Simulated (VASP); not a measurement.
Here is a VASP 6.6.1 calculation.

Contents of INCAR:

```
SYSTEM = Sr
PREC = Accurate
ENCUT = 520
EDIFF = 1E-6
ISMEAR = 0
SIGMA = 0.15
LREAL = .FALSE.
LASPH = .TRUE.
NELM = 60
ALGO = Fast
ISIF = 2
LWAVE = .FALSE.
LCHARG = .FALSE.
GGA = PE
NBANDS = 11
```

The input KPOINTS:

```
Automatic mesh
0
G
  14 14 14
  0 0 0
```

File POSCAR:

```
Sr
1.0
    0.0000000000      3.0423500000      3.1184087500
    3.0423500000      0.0000000000      3.1184087500
    3.0423500000      3.0423500000      0.0000000000
Sr
1
Direct
    0.0000000000      0.0000000000      0.0000000000
```

Potentials or basis: VASP PAW PBE potentials, release 64 (Sr_sv).

Run with:

```console
$ cat potpaw_PBE.64/Sr_sv/POTCAR > POTCAR
$ mpirun -np 1 vasp_std > vasp.out
```

**Question.** Estimate the band gap on the k mesh.

**Answer.** Zero (band 5 reaches 1.50 eV, above the bottom of band 6 at 1.41 eV).

**Question.** Predict the pressure.

**Answer.** -0.5 GPa.

Stress tensor (GPa, compression positive):
```
-0.49  0.00  0.00
 0.00 -0.49  0.00
 0.00  0.00 -0.63
```

Caveat: the cell differs from its parent crystal (strain +0.000 along x and y, +0.025 along z).
